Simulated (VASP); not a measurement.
Here is a VASP 6.6.1 calculation.

Contents of INCAR:

```
SYSTEM = HfOs
PREC = Accurate
ENCUT = 520
EDIFF = 1E-8
ISMEAR = -1
SIGMA = 0.15
LREAL = .FALSE.
LASPH = .TRUE.
NELM = 100
ALGO = Normal
ISIF = 2
LWAVE = .FALSE.
LCHARG = .FALSE.
GGA = PS
IBRION = 8
NSW = 1
```

KPOINTS

```
Automatic mesh
0
G
  14 14 14
  0 0 0
```

The input POSCAR:

```
HfOs
1.0
    3.2239849532      0.0000000000      0.0000000000
    0.0000000000      3.2239849532      0.0000000000
    0.0000000000      0.0000000000      3.2239849532
Hf Os
1 1
Direct
    0.0000000000      0.0000000000      0.0000000000
    0.5000000000      0.5000000000      0.5000000000
```

Potentials or basis: VASP PAW PBE potentials, release 64 (Hf_pv, Os).

Run with:

```bash
$ cat potpaw_PBE.64/Hf_pv/POTCAR potpaw_PBE.64/Os/POTCAR > POTCAR
$ mpirun -np 1 vasp_std > vasp.out
```

Q: Predict the highest phonon frequency at Γ.

A: 155 cm⁻¹.

Phonon frequencies in cm⁻¹ (negative: imaginary):
| q point | frequencies |
| --- | --- |
| (0.000, 0.000, 0.000) | 0 0 0 155 155 155 |
